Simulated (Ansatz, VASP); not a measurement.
Rb2BiSb2: VASP beside Ansatz

```
Bi Rb Sb
1.0
    -2.44063    3.90685    5.03107
     4.88126    0.00000    0.00000
     2.44063    3.90685   -5.03107
Bi Rb Sb
1 2 2
Direct
  0.00000 0.00000 0.00000
  0.72021 0.22021 0.27979
  0.27979 0.77979 0.72021
  0.70160 0.50000 0.70160
  0.29840 0.50000 0.29840
```

Alike in both runs: task single point; functional r2SCAN; k mesh 8 × 8 × 8; no spin polarisation.

|  | VASP | Ansatz |
| --- | --- | --- |
| version | VASP 6.6.1 | Ansatz 0.2.0 |
| potentials or method | VASP PAW PBE potentials, release 64 (Bi_d, Rb_sv, Sb), cutoff 520 eV | PAW plane waves |
| occupations | fermi-dirac, width 0.1 eV | fermi-dirac |
| valence electrons in the cell | 43 | 63 |

|  | VASP | Ansatz | Ansatz less VASP |
| --- | --- | --- | --- |
| pressure (GPa) | -0.1 | -0.1 | -0.02 |
| traceless stress, the component that is largest in VASP (GPa) | 4.94 | 4.94 | +0.001 |
| rms of the force components (eV/Å) | 0.052 | 0.052 | +0.0003 |

VASP's potentials were made for PBE, not for r2SCAN. Atom by atom the forces differ by 0.002 eV/Å (rms over components). VASP's potentials hold 43 valence electrons a cell and Ansatz's 63, so a difference there can come from the potentials and not from the codes.

Neither program's run includes spin-orbit coupling.
